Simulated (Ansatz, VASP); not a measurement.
# Two plane-wave programs on Bi

```
Bi
1.0
    -1.99075    1.99075    1.99075
     1.99075   -1.99075    1.99075
     1.99075    1.99075   -1.99075
Bi
1
Direct
  0.00000 0.00000 0.00000
```

Alike in both runs: functional PBE; k mesh 15 × 15 × 15; occupations fermi-dirac, width 0.05 eV; no spin polarisation.

Ansatz relaxed the structure, and its values are those at the end. VASP's run is a single point on that final structure, the one shown.

```csv
,VASP,Ansatz
version,VASP 6.6.1,Ansatz 0.2.0
potentials or method,"VASP PAW PBE potentials, release 64 (Bi_d)","PAW with Ansatz's default frozen-core files, scalar-relativistic"
plane-wave cutoff (eV),520,420
valence electrons in the cell,15,15
```

|  | VASP | Ansatz | Ansatz less VASP |
| --- | --- | --- | --- |
| pressure (GPa) | 0.0 | 0.0 | +0.05 |

The functional is the same, so the differences come from potentials, cutoffs and numerics.

Neither program's run includes spin-orbit coupling.
